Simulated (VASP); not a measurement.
# ZnS (v.bA) (F-43m) in VASP: further runs

The runs below take ZnS (v.bA) through single point, with PBE.

Program: VASP 6.6.1. These are calculated values, not measurements. Logs are shortened: lines on timing, memory, paths and dates and some standing lists are left out, and cuts for length are marked.

### 1 The cell of the first run

It takes space group F-43m (No. 216, cubic). Conventional cell: a = 5.444 Å, b = 5.444 Å, c = 5.444 Å, α = 90.00°, β = 90.00°, γ = 90.00°. Within 3.1 Å of Zn (site symmetry -43m) lie 4 S at 2.36 Å. S (site symmetry -43m) has 4 Zn at 2.36 Å within 3.1 Å.

### 2 Single point, PBE

File INCAR:

```
SYSTEM = ZnS
PREC = Accurate ; ENCUT = 500
EDIFF = 1E-6 ; ISMEAR = 0
SIGMA = 0.02 ; LREAL = .FALSE.
LASPH = .TRUE. ; NELM = 120
ALGO = Normal ; ISIF = 2
LWAVE = .FALSE. ; LCHARG = .FALSE.
GGA = PE ; NBANDS = 16
GGA_COMPAT = .FALSE.
```

File KPOINTS:

```
Automatic mesh
0
G
  8 8 8
  0 0 0
```

File POSCAR:

```
ZnS
1.0
    0.0000000000      2.7217752551      2.7217752551
    2.7217752551      0.0000000000      2.7217752551
    2.7217752551      2.7217752551      0.0000000000
Zn S
1 1
Direct
    0.0000000000      0.0000000000      0.0000000000
    0.2500000000      0.2500000000      0.2500000000
```

Potentials or basis: VASP PAW PBE potentials, release 64 (Zn, S).

Launch:

```
$ cat potpaw_PBE.64/Zn/POTCAR potpaw_PBE.64/S/POTCAR > POTCAR
$ mpirun -np 1 vasp_std > vasp.out
```

OUTCAR:

```text
SYSTEM = ZnS
   PREC = Accurate
   ENCUT = 500
   EDIFF = 1E-6
   ISMEAR = 0
   LREAL = .FALSE.
   LASPH = .TRUE.
   NELM = 120
   ISIF = 2
   GGA = PE

 ion  position               nearest neighbor table
   1  0.000  0.000  0.000-   2 2.36   2 2.36   2 2.36   2 2.36
   2  0.250  0.250  0.250-   1 2.36   1 2.36   1 2.36   1 2.36

  LATTYP: Found a face centered cubic cell.
 ALAT       =     5.4435505102

  Lattice vectors:

 A1 = (   0.0000000000,   2.7217752551,   2.7217752551)
 A2 = (   2.7217752551,   0.0000000000,   2.7217752551)
 A3 = (   2.7217752551,   2.7217752551,   0.0000000000)

Analysis of symmetry for initial positions (statically):
=====================================================================
 Subroutine PRICEL returns:
 Original cell was already a primitive cell.

 Routine SETGRP: Setting up the symmetry group for a
 face centered cubic supercell.

 Subroutine GETGRP returns: Found 24 space group operations
 (whereof 24 operations were pure point group operations)
 out of a pool of 48 trial point group operations.

The static configuration has the point symmetry T_d .

Analysis of symmetry for dynamics (positions and initial velocities):
=====================================================================
 Subroutine PRICEL returns:
 Original cell was already a primitive cell.

 Routine SETGRP: Setting up the symmetry group for a
 face centered cubic supercell.

 Subroutine GETGRP returns: Found 24 space group operations
 (whereof 24 operations were pure point group operations)
 out of a pool of 48 trial point group operations.

The dynamic configuration has the point symmetry T_d .

 Subroutine INISYM returns: Found 24 space group operations
 (whereof 24 operations are pure point group operations),
 and found     1 'primitive' translations

----------------------------------------------------------------------------------------

                                     Primitive cell

  volume of cell :      40.3262

  direct lattice vectors                    reciprocal lattice vectors
     0.000000000  2.721775255  2.721775255    -0.183703632  0.183703632  0.183703632
     2.721775255  0.000000000  2.721775255     0.183703632 -0.183703632  0.183703632
     2.721775255  2.721775255  0.000000000     0.183703632  0.183703632 -0.183703632

  length of vectors
     3.849171479  3.849171479  3.849171479     0.318184024  0.318184024  0.318184024

  position of ions in fractional coordinates (direct lattice)
     0.000000000  0.000000000  0.000000000
     0.250000000  0.250000000  0.250000000

  ion indices of the primitive-cell ions
   primitive index   ion index
                 1           1
                 2           2

----------------------------------------------------------------------------------------

 KPOINTS: Automatic mesh

Automatic generation of k-mesh.
 Grid dimensions read from file:
 generate k-points for:    8    8    8

 Generating k-lattice:

  Cartesian coordinates                     Fractional coordinates (reciprocal lattice)
    -0.022962954  0.022962954  0.022962954     0.125000000  0.000000000  0.000000000
     0.022962954 -0.022962954  0.022962954     0.000000000  0.125000000  0.000000000
     0.022962954  0.022962954 -0.022962954     0.000000000  0.000000000  0.125000000

  Length of vectors
     0.039773003  0.039773003  0.039773003

  Shift w.r.t. Gamma in fractional coordinates (k-lattice)
     0.000000000  0.000000000  0.000000000

 Subroutine IBZKPT returns following result:
 ===========================================

 Found     29 irreducible k-points:

 Following reciprocal coordinates:
            Coordinates               Weight
  0.000000  0.000000  0.000000      1.000000
  0.125000  0.000000  0.000000      8.000000
  0.250000  0.000000  0.000000      8.000000
  0.375000  0.000000  0.000000      8.000000
  0.500000  0.000000  0.000000      4.000000
  0.125000  0.125000  0.000000      6.000000
[... 16 lines left out ...]
  0.500000  0.250000  0.125000     48.000000
 -0.375000  0.250000  0.125000     24.000000
 [... further k-points ...]
   k-points           NKPTS =     29   k-points in BZ     NKDIM =     29   number of bands    NBANDS=     16
   number of dos      NEDOS =    301   number of ions     NIONS =      2
   total plane-waves  NPLWV =  21952
   dimension x,y,z NGX =    28 NGY =   28 NGZ =   28
   dimension x,y,z NGXF=    56 NGYF=   56 NGZF=   56
   ions per type =               1   1
   NGX,Y,Z   is equivalent  to a cutoff of  12.09, 12.09, 12.09 a.u.
   NGXF,Y,Z  is equivalent  to a cutoff of  24.19, 24.19, 24.19 a.u.
 SYSTEM =  ZnS
   PREC   = accura    normal or accurate (medium, high low for compatibility)
   ISTART =      0    job   : 0-new  1-cont  2-samecut
   ICHARG =      2    charge: 1-file 2-atom 10-const
   ISPIN  =      1    spin polarized calculation?
   LNONCOLLINEAR =      F non collinear calculations
   LSORBIT =      F    spin-orbit coupling
   LASPH  =      T    aspherical Exc in radial PAW
   ENCUT  =  500.0 eV  36.75 Ry    6.06 a.u.   7.02  7.02  7.02*2*pi/ulx,y,z
   NELM   =    120;   NELMIN=  2; NELMDL= -5     # of ELM steps
   EDIFF  = 0.1E-05   stopping-criterion for ELM
   LREAL  =      F    real-space projection
   EDIFFG = 0.1E-04   stopping-criterion for IOM
   NSW    =      0    number of steps for IOM
   IBRION =     -1    ionic relax: 0-MD 1-quasi-New 2-CG
   NFREE  =      0    steps in history (QN), initial steepest desc. (CG)
   ISIF   =      2    stress and relaxation
   ISYM   =      2    0-nonsym 1-usesym 2-fastsym
   POTIM  = 0.5000    time-step for ionic-motion
   TEBEG  =    0.0;   TEEND  =   0.0 temperature during run
   PSTRESS=    0.0 pullay stress
   NELECT =      18.0000    total number of electrons
   NUPDOWN=      -1.0000    fix difference up-down
   EMIN   =  10.00;   EMAX   =-10.00  energy-range for DOS
   EFERMI =   0.00;   METHOD = LEGACY
   ISMEAR =     0;   SIGMA  =   0.02  broadening in eV -4-tet -1-fermi 0-gaus
   EFERMI_NEDOS =   21; number of points for ismear=-14 and -15
   IALGO  =     38    algorithm
   IMIX   =      4    mixing-type and parameters
     AMIX     =   0.40;   BMIX     =  1.00
     AMIX_MAG =   1.60;   BMIX_MAG =  1.00
  volume/ion in A,a.u.               =      20.16       136.07
  Fermi-wavevector in a.u.,A,eV,Ry     =   1.251133  2.364298 21.297652  1.565333
  Thomas-Fermi vector in A             =   2.385095
   LORBIT       =      0    0 simple, 1 ext, 2 COOP (PROOUT), +10 PAW based schemes
   GGA     = PE    functional components
   LHFCALC =     F    Hartree Fock is set to
   AEXX    =    0.0000 exact exchange contribution
   IVDW    =     0    specifies the selected vdW correction
   LEPSILON=     F    determine dielectric tensor
   LRPA    =     F    only Hartree local field effects (RPA)
 non-spin polarized calculation
 Gauss-broadening in eV      SIGMA  =   0.02
  energy-cutoff  :      500.00
  volume of cell :       40.33
 maximum number of plane-waves:      1036
   NGX = 13   NGY = 13   NGZ = 13

 number of electron      17.9999988 magnetization

 Free energy of the ion-electron system (eV)
  ---------------------------------------------------
  ext. energy  EPLUGINS =         0.00000000
  ---------------------------------------------------
  free energy    TOTEN  =        -6.85211744 eV

  energy without entropy =       -6.85211744  energy(sigma->0) =       -6.85211744

 E-fermi :   2.0296     XC(G=0):  -9.5277

 val. band max:        1.9058884727   @ k =   0.0000   0.0000   0.0000
 cond. band min:       3.9242085204   @ k =   0.0000   0.0000   0.0000
 fundamental gap:      2.0183200477
 Fermi energy:         2.0295772219

 k-point     1 :       0.0000    0.0000    0.0000
  band No.  band energies     occupation
      1     -11.0845      2.00000
      2      -4.3493      2.00000
      3      -4.3493      2.00000
      4      -4.3493      2.00000
      5      -3.8768      2.00000
      6      -3.8768      2.00000
[... 8 lines left out ...]
     15      13.6426      0.00000
     16      13.6535      0.00000

 k-point     2 :       0.1250    0.0000    0.0000
  band No.  band energies     occupation
      1     -10.9722      2.00000
      2      -4.3463      2.00000
      3      -4.3293      2.00000
      4      -4.3293      2.00000
      5      -3.8784      2.00000
      6      -3.8784      2.00000
[... 8 lines left out ...]
     15      13.0598      0.00000
     16      14.4478      0.00000

 k-point     3 :       0.2500    0.0000    0.0000
  band No.  band energies     occupation
      1     -10.6795      2.00000
      2      -4.2951      2.00000
      3      -4.2854      2.00000
      4      -4.2854      2.00000
      5      -3.8752      2.00000
      6      -3.8752      2.00000
[... 8 lines left out ...]
     15      12.8605      0.00000
     16      14.0506      0.00000

 k-point     4 :       0.3750    0.0000    0.0000
  band No.  band energies     occupation
      1     -10.3485      2.00000
      2      -4.2505      2.00000
      3      -4.2505      2.00000
      4      -4.0778      2.00000
      5      -3.8594      2.00000
      6      -3.8594      2.00000
[... 8 lines left out ...]
     15      13.9429      0.00000
     16      13.9429      0.00000

 k-point     5 :       0.5000    0.0000    0.0000
  band No.  band energies     occupation
      1     -10.1971      2.00000
      2      -4.2395      2.00000
      3      -4.2395      2.00000
      4      -3.8482      2.00000
      5      -3.8482      2.00000
      6      -3.6813      2.00000
[... 8 lines left out ...]
     15      15.2565      0.00000
     16      15.2565      0.00000

 k-point     6 :       0.1250    0.1250    0.0000
  band No.  band energies     occupation
      1     -10.9347      2.00000
      2      -4.3660      2.00000
      3      -4.3119      2.00000
      4      -4.3119      2.00000
      5      -3.8923      2.00000
      6      -3.8664      2.00000
[... 8 lines left out ...]
     15      13.8428      0.00000
     16      14.9350      0.00000

 k-point     7 :       0.2500    0.1250    0.0000
  band No.  band energies     occupation
      1     -10.7014      2.00000
      2      -4.3537      2.00000
      3      -4.2654      2.00000
      4      -4.2637      2.00000
      5      -3.8994      2.00000
      6      -3.8568      2.00000
[... 8 lines left out ...]
     15      13.8228      0.00000
     16      15.4962      0.00000

 k-point     8 :       0.3750    0.1250    0.0000
  band No.  band energies     occupation
      1     -10.3784      2.00000
      2      -4.2770      2.00000
      3      -4.2240      2.00000
      4      -4.1588      2.00000
      5      -3.8744      2.00000
      6      -3.8456      2.00000
[... 8 lines left out ...]
     15      14.5627      0.00000
     16      14.9078      0.00000

 k-point     9 :       0.5000    0.1250    0.0000
  band No.  band energies     occupation
      1     -10.1587      2.00000
      2      -4.2406      2.00000
      3      -4.2095      2.00000
      4      -3.9217      2.00000
      5      -3.8454      2.00000
      6      -3.7169      2.00000
[... 8 lines left out ...]
     15      15.2750      0.00000
     16      15.3015      0.00000
[... 172 lines left out ...]
 k-point    19 :       0.5000    0.3750    0.0000
  band No.  band energies     occupation
      1      -9.9485      2.00000
      2      -4.3231      2.00000
      3      -4.0553      2.00000
      4      -4.0362      2.00000
      5      -3.8179      2.00000
      6      -3.6890      2.00000
[... 8 lines left out ...]
     15      15.5478      0.00000
     16      16.6083      0.00000

 k-point    20 :      -0.3750    0.3750    0.0000
  band No.  band energies     occupation
      1      -9.9216      2.00000
      2      -4.2611      2.00000
      3      -4.0811      2.00000
      4      -3.9743      2.00000
      5      -3.8435      2.00000
      6      -3.5474      2.00000
[... 8 lines left out ...]
     15      14.3359      0.00000
     16      17.5392      0.00000

 k-point    21 :       0.5000    0.5000    0.0000
  band No.  band energies     occupation
      1      -9.8990      2.00000
      2      -4.3572      2.00000
      3      -4.0237      2.00000
      4      -4.0237      2.00000
      5      -3.8058      2.00000
      6      -3.6684      2.00000
[... 8 lines left out ...]
     15      15.5908      0.00000
     16      16.3720      0.00000

 k-point    22 :       0.3750    0.2500    0.1250
  band No.  band energies     occupation
      1     -10.4505      2.00000
      2      -4.3185      2.00000
      3      -4.2223      2.00000
      4      -4.1950      2.00000
      5      -3.8972      2.00000
      6      -3.8408      2.00000
[... 8 lines left out ...]
     15      14.6309      0.00000
     16      16.8514      0.00000

 k-point    23 :       0.5000    0.2500    0.1250
  band No.  band energies     occupation
      1     -10.1744      2.00000
      2      -4.2389      2.00000
      3      -4.1924      2.00000
      4      -4.0491      2.00000
      5      -3.8592      2.00000
      6      -3.8044      2.00000
[... 8 lines left out ...]
     15      15.5573      0.00000
     16      16.1402      0.00000

 k-point    24 :      -0.3750    0.2500    0.1250
  band No.  band energies     occupation
      1     -10.0511      2.00000
      2      -4.2252      2.00000
      3      -4.1726      2.00000
      4      -3.9243      2.00000
      5      -3.8645      2.00000
      6      -3.6182      2.00000
[... 8 lines left out ...]
     15      15.2864      0.00000
     16      16.0652      0.00000

 [... further k-points ...]
[... 5 lines left out ...]
  --------------------------------------------------------------------------------------
  -------------------------------------------------------------------------------------
  Total        0.0353024      0.0353024      0.0353024      0.0000000      0.0000000     -0.0000000
  in kB        1.4025822      1.4025822      1.4025822      0.0000000      0.0000000     -0.0000000
  external PRESSURE =       1.4025822 kB  Pullay stress =       0.0000000 kB

 VOLUME and BASIS-vectors are now :
 -----------------------------------------------------------------------------
  energy-cutoff  :      500.00
  volume of cell :       40.33
      direct lattice vectors                 reciprocal lattice vectors
     0.000000000  2.721775255  2.721775255    -0.183703632  0.183703632  0.183703632
     2.721775255  0.000000000  2.721775255     0.183703632 -0.183703632  0.183703632
     2.721775255  2.721775255  0.000000000     0.183703632  0.183703632 -0.183703632

 POSITION                                       TOTAL-FORCE (eV/Angst)
 -----------------------------------------------------------------------------------
      0.00000      0.00000      0.00000        -0.000000     -0.000000      0.000000
      1.36089      1.36089      1.36089         0.000000      0.000000     -0.000000
 -----------------------------------------------------------------------------------
    total drift:                                0.000000      0.000000      0.000000

  FREE ENERGIE OF THE ION-ELECTRON SYSTEM (eV)
  ---------------------------------------------------
  free  energy   TOTEN  =        -6.8521174371 eV

  energy  without entropy=       -6.8521174371  energy(sigma->0) =       -6.85211744
```

Run time: 11 s. Hardware: 1 thread of Intel Xeon Platinum 8488C (Sapphire Rapids), shared host; peak memory 0.16 GiB.

What came out:

* Free energy: -6.8521 eV
* Pressure: 0.1 GPa
* Band gap on the k mesh: 2.02 eV, direct

Levels at points of the mesh, in eV from the valence-band top:
| k point | band 5 | band 6 | band 7 | band 8 | band 9 | band 10 | band 11 | band 12 | band 13 | band 14 |
| --- | --- | --- | --- | --- | --- | --- | --- | --- | --- | --- |
| (0.00, 0.00, 0.00) | -5.78 | -5.78 | 0.00 | 0.00 | 0.00 | 2.02 | 6.41 | 6.41 | 6.41 | 11.74 |
| (0.50, 0.00, 0.00) | -5.75 | -5.59 | -5.15 | -0.83 | -0.83 | 3.27 | 6.94 | 6.94 | 8.79 | 12.07 |
| (0.50, 0.50, 0.00) | -5.71 | -5.57 | -4.47 | -2.14 | -2.14 | 3.46 | 4.07 | 10.83 | 11.82 | 11.82 |

PBE gaps usually lie below the measured ones, often by a third to a half.

### 3 Single point, PBE

File INCAR:

```
PREC = Accurate
ENCUT = 500
EDIFF = 1E-6
ISMEAR = 0
SIGMA = 0.02
LREAL = F
LASPH = T
NELM = 120
ALGO = Normal
ISIF = 2
LWAVE = F
LCHARG = F
GGA = PE
NBANDS = 16
GGA_COMPAT = F
```

File KPOINTS:

```
regular mesh
0
Gamma
  10 10 10
```

POSCAR is that of step 2.

Potentials or basis: VASP PAW PBE potentials, release 64 (Zn, S).

Launch:

```
$ cat potpaw_PBE.64/Zn/POTCAR potpaw_PBE.64/S/POTCAR > POTCAR
$ mpirun -np 1 vasp_std > vasp.out
```

OUTCAR:

```text
PREC = Accurate
   ENCUT = 500
   EDIFF = 1E-6
   ISMEAR = 0
   LREAL = F
   LASPH = T
   NELM = 120
   ISIF = 2
   GGA = PE

 ion  position               nearest neighbor table
   1  0.000  0.000  0.000-   2 2.36   2 2.36   2 2.36   2 2.36
   2  0.250  0.250  0.250-   1 2.36   1 2.36   1 2.36   1 2.36

  LATTYP: Found a face centered cubic cell.
 ALAT       =     5.4435505102

  Lattice vectors:

 A1 = (   0.0000000000,   2.7217752551,   2.7217752551)
 A2 = (   2.7217752551,   0.0000000000,   2.7217752551)
 A3 = (   2.7217752551,   2.7217752551,   0.0000000000)
[... 623 lines left out ...]
      3      -4.1157      2.00000
      4      -4.1060      2.00000
      5      -3.8503      2.00000
      6      -3.8232      2.00000
[... 8 lines left out ...]
     15      15.2350      0.00000
     16      17.6077      0.00000

 [... further k-points ...]
[... 5 lines left out ...]
  --------------------------------------------------------------------------------------
  -------------------------------------------------------------------------------------
  Total        0.0358048      0.0358048      0.0358048      0.0000000      0.0000000      0.0000000
  in kB        1.4225400      1.4225400      1.4225400      0.0000000      0.0000000      0.0000000
  external PRESSURE =       1.4225400 kB  Pullay stress =       0.0000000 kB

 VOLUME and BASIS-vectors are now :
 -----------------------------------------------------------------------------
  energy-cutoff  :      500.00
  volume of cell :       40.33
      direct lattice vectors                 reciprocal lattice vectors
     0.000000000  2.721775255  2.721775255    -0.183703632  0.183703632  0.183703632
     2.721775255  0.000000000  2.721775255     0.183703632 -0.183703632  0.183703632
     2.721775255  2.721775255  0.000000000     0.183703632  0.183703632 -0.183703632

 POSITION                                       TOTAL-FORCE (eV/Angst)
 -----------------------------------------------------------------------------------
      0.00000      0.00000      0.00000         0.000000     -0.000000     -0.000000
      1.36089      1.36089      1.36089        -0.000000      0.000000      0.000000
 -----------------------------------------------------------------------------------
    total drift:                                0.000000      0.000000      0.000000

  FREE ENERGIE OF THE ION-ELECTRON SYSTEM (eV)
  ---------------------------------------------------
  free  energy   TOTEN  =        -6.8523508339 eV

  energy  without entropy=       -6.8523508339  energy(sigma->0) =       -6.85235083
```

Run time: 20 s. Hardware: 1 thread of Intel Xeon Platinum 8488C (Sapphire Rapids), shared host; peak memory 0.16 GiB.

Results:

| Property | Result |
| --- | --- |
| Free energy | -6.8524 eV |
| Pressure | 0.1 GPa |
| Band gap on the k mesh | 2.02 eV, direct |

Levels at points of the mesh, in eV from the valence-band top:
```csv
k point,band 6,band 7,band 8,band 9,band 10,band 11,band 12,band 13
"(0.00, 0.00, 0.00)",-5.78,0.00,0.00,0.00,2.02,6.41,6.41,6.41
"(0.50, 0.00, 0.00)",-5.59,-5.15,-0.83,-0.83,3.27,6.94,6.94,8.79
"(0.50, 0.50, 0.00)",-5.57,-4.47,-2.14,-2.14,3.46,4.07,10.83,11.82
```
